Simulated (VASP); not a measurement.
Wanted: the native input for a VASP 6.6.1 run.

* Task: electric field gradients
* Functional: PBEsol
* Potentials or basis: VASP PAW PBE potentials, release 64 (B, Mg)
* Cutoff: 520 eV
* k mesh: 11 × 11 × 11
* Occupations: fermi-dirac, width 0.05 eV
* Spin: no spin polarisation
* Dipole correction: no
* Further INCAR settings: ALGO = Normal; EDIFF = 1e-08; NBANDS = 10

The structure of MgB (CsCl type) lies in POSCAR:

```
MgB
1.0
    2.9311688766      0.0000000000      0.0000000000
    0.0000000000      2.9311688766      0.0000000000
    0.0000000000      0.0000000000      2.9311688766
B Mg
1 1
Direct
    0.0000000000      0.0000000000      0.0000000000
    0.5000000000      0.5000000000      0.5000000000
```

This cell differs from its parent crystal: functional pbesol, volume scaled by 1.04.

The input as run:

INCAR

```
  PREC = Accurate
  ENCUT = 520
  EDIFF = 1E-8
  ISMEAR = -1
  SIGMA = 0.05
  LREAL = F
  LASPH = T
  NELM = 120
  ALGO = Normal
  ISIF = 2
  LWAVE = F
  LCHARG = F
  GGA = PS
  LEFG = T
  NBANDS = 10
  GGA_COMPAT = F
```

KPOINTS

```
regular mesh
0
Gamma
  11 11 11
```

Potentials or basis: VASP PAW PBE potentials, release 64 (B, Mg).

Launch:

```bash
$ cat potpaw_PBE.64/B/POTCAR potpaw_PBE.64/Mg/POTCAR > POTCAR
$ mpirun -np 1 vasp_std > vasp.out
```

It gave:

The pressure is -5.0 GPa.

Caveat: without QUAD_EFG the Cq values of the log hold for a quadrupole moment of 1 mb, not for the nuclei; the PAW data sets were made with another functional, which shifts forces and pressure a little.

It took 7.9 s on 1 thread of Intel Xeon 6975P-C (shared host), peak memory 0.15 GiB.
